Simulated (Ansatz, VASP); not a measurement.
# One calculation of Rh, two programs

The input INCAR:

```
SYSTEM = Rh
PREC = Accurate
ENCUT = 520
EDIFF = 1E-6
ISMEAR = -1
SIGMA = 0.1
LREAL = .FALSE.
LASPH = .TRUE.
NELM = 100
ALGO = Normal
ISIF = 2
LWAVE = .FALSE.
LCHARG = .FALSE.
GGA = PS
NBANDS = 22
```

KPOINTS

```
regular mesh
0
G
  11 11 11
  0 0 0
```

POSCAR

```
Rh
1.0
    0.0000000000      2.8228480901      2.8228480901
    2.8228480901      0.0000000000      2.8228480901
    2.8228480901      2.8228480901      0.0000000000
Rh
2
Direct
    0.1250000000      0.1250000000      0.1250000000
    0.8750000000      0.8750000000      0.8750000000
```

Input for Ansatz:

```yaml
crystal:
  lattice:
    - [0.0, 2.8228480901, 2.8228480901]
    - [2.8228480901, 0.0, 2.8228480901]
    - [2.8228480901, 2.8228480901, 0.0]
  atoms:
    - { symbol: Rh, position: [0.125, 0.125, 0.125] }
    - { symbol: Rh, position: [0.875, 0.875, 0.875] }
hamiltonian:
  xc: pbesol
  pseudopotentials:
    kind: paw
    azcp:
      Rh: "pseudopotentials/Rh.paw.azcp"
basis:
  ecutwfc: 420
  fft_grid_basis: typed
kpoints:
  mp_grid: { grid: [11, 11, 11], shift: [0, 0, 0] }
magnetization:
  spin_polarized: false
scf:
  occupations: { method: fermi_dirac, width: 0.1 }
  lower_state_search: "off"
output:
  stress: true
  write_density: true
  write_potential: true
  elf: true
  volumetric_format: npy
```

Alike in both runs: task single point; functional PBEsol; k mesh 11 × 11 × 11; occupations fermi-dirac, width 0.1 eV; no spin polarisation.

```csv
,VASP,Ansatz
version,VASP 6.6.1,Ansatz 0.2.0
potentials or method,"VASP PAW PBE potentials, release 64 (Rh_pv), cutoff 520 eV","plane waves (420 eV) with PAW, scalar-relativistic"
valence electrons in the cell,30,34
```

|  | VASP | Ansatz | Ansatz less VASP |
| --- | --- | --- | --- |
| pressure (GPa) | -12.6 | -12.6 | 0.00 |

VASP's potentials were made for PBE, not for PBEsol, and Ansatz warns of the same on its side. The functional is the same, so the differences come from potentials, cutoffs and numerics. VASP's potentials hold 30 valence electrons a cell and Ansatz's 34, so a difference there can come from the potentials and not from the codes.
